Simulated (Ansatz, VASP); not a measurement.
## One calculation of C, two programs

INCAR

```
ALGO = Normal ; EDIFF = 1E-6
ENCUT = 520 ; GGA = CA
ISIF = 2 ; ISMEAR = 0
LASPH = T ; LCHARG = T
LELF = T ; LREAL = F
LVHAR = T ; LWAVE = F
NBANDS = 11 ; NELM = 100
PREC = Accurate ; SIGMA = 0.03
```

Contents of KPOINTS:

```
k-points
0
Gamma
  16 16 16
```

The input POSCAR:

```
C
1.0
    0.0000000000      2.1166507492      3.3597492418
    1.2778099777      0.0000000000      3.3597492418
    1.2778099777      2.1166507492      0.0000000000
C
2
Direct
    0.1667065656      0.8332934344      0.1667065656
    0.8332934344      0.1667065656      0.8332934344
```

Input for Ansatz:

```yaml
crystal:
  lattice:
    - [0.0, 2.1166507492, 3.3597492418]
    - [1.2778099777, 0.0, 3.3597492418]
    - [1.2778099777, 2.1166507492, 0.0]
  atoms:
    - { symbol: C, position: [0.1667065656, 0.8332934344, 0.1667065656] }
    - { symbol: C, position: [0.8332934344, 0.1667065656, 0.8332934344] }
basis:
  ecutwfc: 420
kpoints:
  mp_grid: { grid: [16, 16, 16] }
hamiltonian:
  xc: lda
scf:
  occupations: { method: gaussian, width: 0.03 }
output:
  forces: true
  stress: true
  eigenvalues: true
```

Change from the starting cell: strain +0.0450 x Voigt [1, 0, 0, 0, 0, 0], atoms carried along.

Alike in both runs: task single point; functional LDA; k mesh 16 × 16 × 16; occupations gaussian, width 0.03 eV; no spin polarisation.

|  | VASP | Ansatz |
| --- | --- | --- |
| version | VASP 6.6.1 | Ansatz 0.2.0 |
| potentials or method | VASP PAW LDA potentials, release 64 (C), cutoff 520 eV | scalar-relativistic, plane waves, PAW |
| valence electrons in the cell | 8 | 8 |

```csv
,VASP,Ansatz,Ansatz less VASP
gap on the k mesh at the Fermi level (eV),0.09,0.09,+0.003
least direct gap on the mesh (eV),0.59,0.59,+0.003
pressure (GPa),-16.0,-16.8,-0.76
"traceless stress, the component that is largest in VASP (GPa)",-26.30,-26.72,-0.412
rms of the force components (eV/Å),0.227,0.224,-0.0035
```

LDA's correlation is that of Perdew and Zunger in VASP and of Perdew and Wang (1992) in Ansatz. Atom by atom the forces differ by 0.004 eV/Å (rms over components).
